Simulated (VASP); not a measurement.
# W in VASP: a series of runs

The runs below take W through single point, with LDA.

Program: VASP 6.6.1. These are calculated values, not measurements. Logs are shortened: lines on timing, memory, paths and dates and some standing lists are left out, and cuts for length are marked.

### Step 1. The cell of the first run

The structure is cubic, space group Im-3m (No. 229). The conventional cell has a = 3.230 Å, b = 3.230 Å, c = 3.230 Å, α = 90.00°, β = 90.00°, γ = 90.00°. Within 3.7 Å of W (site symmetry m-3m) lie 14 W at 2.80 to 3.23 Å.

### Step 2. Single point, LDA

INCAR reads:

```
SYSTEM = W
  ALGO = Normal
  EDIFF = 1E-6
  ENCUT = 520
  GGA = CA
  ISIF = 2
  ISMEAR = 0
  LASPH = .TRUE.
  LCHARG = .TRUE.
  LELF = .TRUE.
  LREAL = .FALSE.
  LVHAR = .TRUE.
  LWAVE = .FALSE.
  NBANDS = 13
  NELM = 100
  PREC = Accurate
  SIGMA = 0.15
```

KPOINTS reads:

```
k-points
0
G
  20 20 20
  0 0 0
```

POSCAR reads:

```
W
1.0
   -1.6151203733      1.6151203733      1.6151203733
    1.6151203733     -1.6151203733      1.6151203733
    1.6151203733      1.6151203733     -1.6151203733
W
1
Direct
    0.0000000000      0.0000000000      0.0000000000
```

Potentials or basis: VASP PAW LDA potentials, release 64 (W_sv).

Launch:

```
cat potpaw_LDA.64/W_sv/POTCAR > POTCAR
mpirun -np 1 vasp_std > vasp.out
```

OUTCAR:

```text
SYSTEM = W
   EDIFF = 1E-6
   ENCUT = 520
   GGA = CA
   ISIF = 2
   ISMEAR = 0
   LASPH = .TRUE.
   LREAL = .FALSE.
   NELM = 100
   PREC = Accurate

 ion  position               nearest neighbor table
   1  0.000  0.000  0.000-

  LATTYP: Found a body centered cubic cell.
 ALAT       =     3.2302407466

  Lattice vectors:

 A1 = (  -1.6151203733,   1.6151203733,   1.6151203733)
 A2 = (   1.6151203733,  -1.6151203733,   1.6151203733)
 A3 = (   1.6151203733,   1.6151203733,  -1.6151203733)

Analysis of symmetry for initial positions (statically):
=====================================================================
 Subroutine PRICEL returns:
 Original cell was already a primitive cell.

 Routine SETGRP: Setting up the symmetry group for a
 body centered cubic supercell.

 Subroutine GETGRP returns: Found 48 space group operations
 (whereof 48 operations were pure point group operations)
 out of a pool of 48 trial point group operations.

The static configuration has the point symmetry O_h .

Analysis of symmetry for dynamics (positions and initial velocities):
=====================================================================
 Subroutine PRICEL returns:
 Original cell was already a primitive cell.

 Routine SETGRP: Setting up the symmetry group for a
 body centered cubic supercell.

 Subroutine GETGRP returns: Found 48 space group operations
 (whereof 48 operations were pure point group operations)
 out of a pool of 48 trial point group operations.

The dynamic configuration has the point symmetry O_h .

 Subroutine INISYM returns: Found 48 space group operations
 (whereof 48 operations are pure point group operations),
 and found     1 'primitive' translations

----------------------------------------------------------------------------------------

                                     Primitive cell

  volume of cell :      16.8529

  direct lattice vectors                    reciprocal lattice vectors
    -1.615120373  1.615120373  1.615120373     0.000000000  0.309574449  0.309574449
     1.615120373 -1.615120373  1.615120373     0.309574449  0.000000000  0.309574449
     1.615120373  1.615120373 -1.615120373     0.309574449  0.309574449  0.000000000

  length of vectors
     2.797470547  2.797470547  2.797470547     0.437804385  0.437804385  0.437804385

  position of ions in fractional coordinates (direct lattice)
     0.000000000  0.000000000  0.000000000

  ion indices of the primitive-cell ions
   primitive index   ion index
                 1           1

----------------------------------------------------------------------------------------

 KPOINTS: k-points

Automatic generation of k-mesh.
 Grid dimensions read from file:
 generate k-points for:   20   20   20

 Generating k-lattice:

  Cartesian coordinates                     Fractional coordinates (reciprocal lattice)
     0.000000000  0.015478722  0.015478722     0.050000000  0.000000000  0.000000000
     0.015478722  0.000000000  0.015478722     0.000000000  0.050000000  0.000000000
     0.015478722  0.015478722  0.000000000     0.000000000  0.000000000  0.050000000

  Length of vectors
     0.021890219  0.021890219  0.021890219

  Shift w.r.t. Gamma in fractional coordinates (k-lattice)
     0.000000000  0.000000000  0.000000000

 Subroutine IBZKPT returns following result:
 ===========================================

 Found    256 irreducible k-points:

 Following reciprocal coordinates:
            Coordinates               Weight
  0.000000  0.000000  0.000000      1.000000
  0.050000  0.000000  0.000000     12.000000
  0.100000  0.000000  0.000000     12.000000
  0.150000  0.000000  0.000000     12.000000
  0.200000  0.000000  0.000000     12.000000
  0.250000  0.000000  0.000000     12.000000
[... 16 lines left out ...]
  0.200000  0.100000  0.000000     48.000000
  0.250000  0.100000  0.000000     48.000000
 [... further k-points ...]
   k-points           NKPTS =    256   k-points in BZ     NKDIM =    256   number of bands    NBANDS=     13
   number of dos      NEDOS =    301   number of ions     NIONS =      1
   total plane-waves  NPLWV =  13824
   dimension x,y,z NGX =    24 NGY =   24 NGZ =   24
   dimension x,y,z NGXF=    48 NGYF=   48 NGZF=   48
   ions per type =               1
   NGX,Y,Z   is equivalent  to a cutoff of  14.26, 14.26, 14.26 a.u.
   NGXF,Y,Z  is equivalent  to a cutoff of  28.53, 28.53, 28.53 a.u.
 SYSTEM =  W
   PREC   = accura    normal or accurate (medium, high low for compatibility)
   ISTART =      0    job   : 0-new  1-cont  2-samecut
   ICHARG =      2    charge: 1-file 2-atom 10-const
   ISPIN  =      1    spin polarized calculation?
   LNONCOLLINEAR =      F non collinear calculations
   LSORBIT =      F    spin-orbit coupling
   LASPH  =      T    aspherical Exc in radial PAW
   ENCUT  =  520.0 eV  38.22 Ry    6.18 a.u.   5.20  5.20  5.20*2*pi/ulx,y,z
   NELM   =    100;   NELMIN=  2; NELMDL= -5     # of ELM steps
   EDIFF  = 0.1E-05   stopping-criterion for ELM
   LREAL  =      F    real-space projection
[... 7 lines left out ...]
   TEBEG  =    0.0;   TEEND  =   0.0 temperature during run
   PSTRESS=    0.0 pullay stress
   NELECT =      14.0000    total number of electrons
   NUPDOWN=      -1.0000    fix difference up-down
   EMIN   =  10.00;   EMAX   =-10.00  energy-range for DOS
   EFERMI =   0.00;   METHOD = LEGACY
   ISMEAR =     0;   SIGMA  =   0.15  broadening in eV -4-tet -1-fermi 0-gaus
   EFERMI_NEDOS =   21; number of points for ismear=-14 and -15
   IALGO  =     38    algorithm
   IMIX   =      4    mixing-type and parameters
     AMIX     =   0.40;   BMIX     =  1.00
     AMIX_MAG =   1.60;   BMIX_MAG =  1.00
  volume/ion in A,a.u.               =      16.85       113.73
  Fermi-wavevector in a.u.,A,eV,Ry     =   1.538955  2.908203 32.223804  2.368383
  Thomas-Fermi vector in A             =   2.645251
   LORBIT       =      0    0 simple, 1 ext, 2 COOP (PROOUT), +10 PAW based schemes
   GGA     = CA    functional components
   LHFCALC =     F    Hartree Fock is set to
   AEXX    =    0.0000 exact exchange contribution
   IVDW    =     0    specifies the selected vdW correction
   LEPSILON=     F    determine dielectric tensor
   LRPA    =     F    only Hartree local field effects (RPA)
 non-spin polarized calculation
[... 42 lines left out ...]
      1     -63.3906      2.00000
      2     -27.3113      2.00000
      3     -27.2921      2.00000
      4     -27.2833      2.00000
      5       1.3463      2.00000
      6       9.2086      2.00000
      7       9.2622      2.00000
      8       9.3837      2.00000
      9      12.3696      0.00000
     10      12.4772      0.00000
     11      24.9745      0.00000
     12      25.0726      0.00000
     13      25.1454      0.00000

 k-point     3 :       0.1000    0.0000    0.0000
  band No.  band energies     occupation
      1     -63.3831      2.00000
      2     -27.3921      2.00000
      3     -27.3178      2.00000
      4     -27.2836      2.00000
      5       1.6773      2.00000
      6       9.0200      2.00000
      7       9.2054      2.00000
      8       9.7050      2.00000
      9      12.1234      0.00000
     10      12.4852      0.00000
     11      25.2174      0.00000
     12      25.6359      0.00000
     13      25.8414      0.00000

 k-point     4 :       0.1500    0.0000    0.0000
  band No.  band energies     occupation
      1     -63.3716      2.00000
      2     -27.5161      2.00000
      3     -27.3576      2.00000
      4     -27.2841      2.00000
      5       2.1961      2.00000
      6       8.7425      2.00000
      7       9.0714      2.00000
      8      10.2309      1.97599
      9      11.8981      0.00000
     10      12.5100      0.00000
     11      25.4648      0.00000
     12      26.5342      0.00000
     13      26.6563      0.00000

 k-point     5 :       0.2000    0.0000    0.0000
  band No.  band energies     occupation
      1     -63.3569      2.00000
      2     -27.6696      2.00000
      3     -27.4074      2.00000
      4     -27.2846      2.00000
      5       2.8456      2.00000
      6       8.4169      2.00000
      7       8.8704      2.00000
      8      10.9459      0.00001
      9      11.8207      0.00000
     10      12.5632      0.00000
     11      25.4384      0.00000
     12      26.9648      0.00000
     13      27.7195      0.00000

 k-point     6 :       0.2500    0.0000    0.0000
  band No.  band energies     occupation
      1     -63.3407      2.00000
      2     -27.8361      2.00000
      3     -27.4620      2.00000
      4     -27.2853      2.00000
      5       3.5287      2.00000
      6       8.0820      2.00000
      7       8.7156      2.00000
      8      11.8257      0.00000
      9      11.9062      0.00000
     10      12.6528      0.00000
     11      24.9285      0.00000
     12      26.2162      0.00000
     13      29.1408      0.00000

 k-point     7 :       0.3000    0.0000    0.0000
  band No.  band energies     occupation
      1     -63.3245      2.00000
      2     -27.9991      2.00000
      3     -27.5161      2.00000
      4     -27.2859      2.00000
      5       4.1025      2.00000
      6       7.7702      2.00000
      7       8.7903      2.00000
      8      12.0924      0.00000
      9      12.7785      0.00000
     10      12.8323      0.00000
     11      24.0973      0.00000
     12      24.8140      0.00000
     13      30.7449      0.00000
[... 193 lines left out ...]
 k-point    20 :       0.4500    0.0500    0.0000
  band No.  band energies     occupation
      1     -63.2879      2.00000
      2     -28.3373      2.00000
      3     -27.6404      2.00000
      4     -27.2985      2.00000
      5       4.6554      2.00000
      6       7.1715      2.00000
      7      10.7549      0.00728
      8      12.3310      0.00000
      9      13.3443      0.00000
     10      16.0913      0.00000
     11      20.5296      0.00000
     12      22.0507      0.00000
     13      26.4758      0.00000

 k-point    21 :       0.1000    0.1000    0.0000
  band No.  band energies     occupation
      1     -63.3651      2.00000
      2     -27.5833      2.00000
      3     -27.3563      2.00000
      4     -27.3097      2.00000
      5       2.4971      2.00000
      6       8.7038      2.00000
      7       8.8210      2.00000
      8      10.6183      0.16287
      9      11.6909      0.00000
     10      12.6442      0.00000
     11      25.8296      0.00000
     12      26.5655      0.00000
     13      27.0515      0.00000

 k-point    22 :       0.1500    0.1000    0.0000
  band No.  band energies     occupation
      1     -63.3511      2.00000
      2     -27.7206      2.00000
      3     -27.4041      2.00000
      4     -27.3177      2.00000
      5       3.1338      2.00000
      6       8.4159      2.00000
      7       8.5858      2.00000
      8      11.3674      0.00000
      9      11.5830      0.00000
     10      12.7729      0.00000
     11      25.9301      0.00000
     12      26.6073      0.00000
     13      27.6868      0.00000

 k-point    23 :       0.2000    0.1000    0.0000
  band No.  band energies     occupation
      1     -63.3357      2.00000
      2     -27.8674      2.00000
      3     -27.4642      2.00000
      4     -27.3213      2.00000
      5       3.8180      2.00000
      6       8.0904      2.00000
      7       8.4192      2.00000
      8      11.6204      0.00000
      9      12.2964      0.00000
     10      12.9025      0.00000
     11      25.1148      0.00000
     12      26.2754      0.00000
     13      28.5042      0.00000

 k-point    24 :       0.2500    0.1000    0.0000
  band No.  band energies     occupation
      1     -63.3202      2.00000
      2     -28.0103      2.00000
      3     -27.5264      2.00000
      4     -27.3236      2.00000
      5       4.4099      2.00000
      6       7.7915      2.00000
      7       8.4474      2.00000
      8      11.8065      0.00000
      9      13.0113      0.00000
     10      13.3416      0.00000
     11      23.9839      0.00000
     12      25.2426      0.00000
     13      29.5125      0.00000

 [... further k-points ...]

------------------------ aborting loop because EDIFF is reached ----------------------------------------

  FORCE on cell =-STRESS in cart. coord.  units (eV):
  Direction    XX          YY          ZZ          XY          YZ          ZX
  --------------------------------------------------------------------------------------
  -------------------------------------------------------------------------------------
  Total       -2.4813920     -2.4813920     -2.4813920     -0.0000000      0.0000000     -0.0000000
  in kB     -235.9018120   -235.9018120   -235.9018120     -0.0000000      0.0000000     -0.0000000
  external PRESSURE =    -235.9018120 kB  Pullay stress =       0.0000000 kB

 VOLUME and BASIS-vectors are now :
 -----------------------------------------------------------------------------
  energy-cutoff  :      520.00
  volume of cell :       16.85
      direct lattice vectors                 reciprocal lattice vectors
    -1.615120373  1.615120373  1.615120373     0.000000000  0.309574449  0.309574449
     1.615120373 -1.615120373  1.615120373     0.309574449  0.000000000  0.309574449
     1.615120373  1.615120373 -1.615120373     0.309574449  0.309574449  0.000000000

 POSITION                                       TOTAL-FORCE (eV/Angst)
 -----------------------------------------------------------------------------------
      0.00000      0.00000      0.00000         0.000000      0.000000      0.000000
 -----------------------------------------------------------------------------------
    total drift:                                0.000000      0.000000     -0.000000

  FREE ENERGIE OF THE ION-ELECTRON SYSTEM (eV)
  ---------------------------------------------------
  free  energy   TOTEN  =       -14.0041005919 eV

  energy  without entropy=      -14.0000091012  energy(sigma->0) =      -14.00205485
```

Wall time 50 s (1 thread of Intel Xeon Platinum 8375C at 2.90GHz (Ice Lake), shared host); peak memory 0.17 GiB.

Results:

```yaml
Free_energy: -14.0041 eV
Pressure: -23.6 GPa
Band_gap_on_the_k_mesh: zero (bands 7 and 8 overlap by 5.87 eV)
```

Levels at points of the mesh, in eV from the Fermi level:
| k point | band 5 | band 6 | band 7 | band 8 | band 9 | band 10 |
| --- | --- | --- | --- | --- | --- | --- |
| (0.00, 0.00, 0.00) | -9.24 | -1.19 | -1.19 | -1.19 | 2.01 | 2.01 |
| (0.50, 0.00, 0.00) | -5.90 | -3.33 | 0.61 | 1.88 | 2.76 | 5.57 |
| (0.50, 0.50, 0.50) | -5.41 | -5.41 | 4.68 | 4.68 | 4.68 | 7.85 |

Caveat: the cell stands under tension; spin-orbit coupling is left out, which moves the levels of the heavy elements.

### Step 3. Single point, LDA

This run uses another cell than the first one, of 14.05 Å³/atom.

INCAR reads:

```
SYSTEM = W
ALGO = Fast ; EDIFF = 1E-6
ENCUT = 520 ; ISIF = 2
ISMEAR = 0 ; LASPH = .True.
LCHARG = .False. ; LREAL = .False.
LWAVE = .False. ; NBANDS = 13
NELM = 100 ; PREC = Accurate
SIGMA = 0.15
```

KPOINTS reads:

```
k-points
0
Gamma
  20 20 20
  0 0 0
```

POSCAR reads:

```
W
1.0
   -1.5942649354      1.5210356913      1.5210356913
    1.5210356913     -1.5942649354      1.5210356913
    1.5210356913      1.5210356913     -1.5942649354
W
1
Direct
    0.0000000000      0.0000000000      0.0000000000
```

Potentials or basis: VASP PAW LDA potentials, release 64 (W_sv).

Launch:

```
cat potpaw_LDA.64/W_sv/POTCAR > POTCAR
mpirun -np 1 vasp_std > vasp.out
```

It took 2.1 min on 1 thread of Intel Xeon Platinum 8375C at 2.90GHz (Ice Lake), shared host; peak memory 0.23 GiB.

It converged, with:

| Property | Result |
| --- | --- |
| Free energy | -13.8674 eV |
| Pressure | 42.4 GPa |
| Band gap on the k mesh | zero (bands 7 and 8 overlap by 6.66 eV) |

Stress tensor (GPa, compression positive):
```
42.42 12.41 12.41
12.41 42.42 12.41
12.41 12.41 42.42
```

Levels at points of the mesh, in eV from the Fermi level:
```tsv
k point	band 3	band 4	band 5	band 6	band 7	band 8	band 9	band 10	band 11	band 12
(0.00, 0.00, 0.00)	-37.42	-37.07	-10.27	-2.57	-1.26	-1.26	2.60	2.60	13.79	15.26
(0.50, 0.00, 0.00)	-38.01	-37.38	-7.18	-4.20	1.73	2.02	2.93	7.36	11.39	14.20
(0.50, 0.50, 0.00)	-37.87	-37.17	-7.20	-4.54	0.84	2.89	3.99	6.80	12.10	12.31
(0.50, 0.50, 0.50)	-38.49	-38.49	-7.00	-7.00	5.33	5.33	7.13	8.93	8.93	10.28
```

Caveat: the cell stands under pressure; spin-orbit coupling is left out, which moves the levels of the heavy elements.

### Step 4. Single point, LDA

This run uses another cell than the first one, of 14.05 Å³/atom.

INCAR reads:

```
SYSTEM = W
ALGO = Fast
EDIFF = 1E-7
ENCUT = 520
GGA = CA
ISIF = 2
ISMEAR = 0
LASPH = .True.
LCHARG = .False.
LREAL = .False.
LWAVE = .False.
NBANDS = 13
NELM = 80
PREC = Accurate
SIGMA = 0.15
```

KPOINTS is that of step 3.

POSCAR reads:

```
W
1.0
   -1.4478064472      1.5210356913      1.5210356913
    1.5210356913     -1.4478064472      1.5210356913
    1.5210356913      1.5210356913     -1.4478064472
W
1
Direct
    0.0000000000      0.0000000000      0.0000000000
```

Launch:

```
cat potpaw_LDA.64/W_sv/POTCAR > POTCAR
mpirun -np 1 vasp_std > vasp.out
```

It took 3.2 min on 1 thread of Intel Xeon Platinum 8375C at 2.90GHz (Ice Lake), shared host; peak memory 0.24 GiB.

Results (log left out):

- Free energy: -13.8838 eV
- Pressure: 41.9 GPa
- Band gap on the k mesh: zero (bands 7 and 8 overlap by 5.84 eV)

Stress tensor (GPa, compression positive):
```
41.88 -8.60 -8.60
-8.60 41.88 -8.60
-8.60 -8.60 41.88
```

Levels at points of the mesh, in eV from the Fermi level:
| k point | band 3 | band 4 | band 5 | band 6 | band 7 | band 8 | band 9 | band 10 | band 11 | band 12 |
| --- | --- | --- | --- | --- | --- | --- | --- | --- | --- | --- |
| (0.00, 0.00, 0.00) | -37.21 | -37.21 | -10.25 | -2.16 | -2.16 | -0.62 | 2.56 | 2.56 | 14.33 | 14.33 |
| (0.50, 0.00, 0.00) | -37.78 | -37.24 | -7.16 | -4.45 | 0.87 | 2.77 | 3.88 | 6.60 | 12.22 | 12.68 |
| (0.50, 0.50, 0.00) | -38.07 | -37.32 | -7.19 | -4.24 | 1.73 | 2.15 | 3.05 | 7.61 | 11.31 | 13.83 |
| (0.50, 0.50, 0.50) | -38.75 | -38.40 | -6.98 | -6.98 | 4.60 | 6.64 | 6.64 | 8.57 | 9.80 | 9.80 |

Caveat: the cell stands under pressure; spin-orbit coupling is left out, which moves the levels of the heavy elements.

### Step 5. Single point, LDA

This run uses another cell than the first one, of 14.07 Å³/atom.

INCAR reads:

```
SYSTEM = W
PREC = Accurate
ENCUT = 520
EDIFF = 1E-6
ISMEAR = 0
SIGMA = 0.15
LREAL = .False.
LASPH = .True.
NELM = 60
ALGO = Fast
ISIF = 2
LWAVE = .False.
LCHARG = .False.
GGA = CA
NBANDS = 13
```

KPOINTS reads:

```
Automatic mesh
0
Gamma
  20 20 20
  0 0 0
```

POSCAR reads:

```
W
1.0
   -1.4844994732      1.5210356913      1.5210356913
    1.5210356913     -1.4844994732      1.5210356913
    1.5210356913      1.5210356913     -1.4844994732
W
1
Direct
    0.0000000000      0.0000000000      0.0000000000
```

Launch:

```
cat potpaw_LDA.64/W_sv/POTCAR > POTCAR
mpirun -np 1 vasp_std > vasp.out
```

Wall time 2.3 min (1 thread of Intel Xeon Platinum 8375C at 2.90GHz (Ice Lake), shared host); peak memory 0.24 GiB.

It converged, with:

* Free energy: -13.9307 eV
* Pressure: 40.1 GPa
* Band gap on the k mesh: zero (bands 7 and 8 overlap by 6.58 eV)

Stress tensor (GPa, compression positive):
```
40.11 -4.82 -4.82
-4.82 40.11 -4.82
-4.82 -4.82 40.11
```

Levels at points of the mesh, in eV from the Fermi level:
```tsv
k point	band 3	band 4	band 5	band 6	band 7	band 8	band 9	band 10	band 11	band 12
(0.00, 0.00, 0.00)	-37.27	-37.27	-10.27	-1.86	-1.86	-1.11	2.42	2.42	14.50	14.50
(0.50, 0.00, 0.00)	-37.86	-37.29	-7.18	-4.38	1.05	2.56	3.70	6.93	11.97	12.80
(0.50, 0.50, 0.00)	-37.99	-37.34	-7.18	-4.27	1.48	2.22	3.25	7.38	11.54	13.45
(0.50, 0.50, 0.50)	-38.70	-38.51	-6.98	-6.98	5.29	6.29	6.29	8.91	9.53	9.53
```

Caveat: the cell stands under pressure; spin-orbit coupling is left out, which moves the levels of the heavy elements.

### Step 6. The runs side by side

```csv
cell,gap on the mesh (eV),pressure (GPa)
"a = 2.797 Å, angles 109.5°, 1 atom",none,-23.6
"a = 2.677 Å, angles 110.7°, 1 atom",none,42.4
"a = 2.593 Å, angles 108.1°, 1 atom",none,41.9
"a = 2.614 Å, angles 108.8°, 1 atom",none,40.1
```

Alike in all rows: task single point; level LDA; potentials or basis VASP PAW LDA potentials, release 64 (W_sv); no spin polarisation; k mesh 20 × 20 × 20; cutoff (eV) 520; smearing gaussian 0.15 eV.

Caveats: spin-orbit coupling is left out, which moves the levels of the heavy elements; the cell stands under pressure (at least some runs); the cell stands under tension (at least some runs).

Total energies depend on the potentials used, so only differences within one code and one set of settings carry meaning.
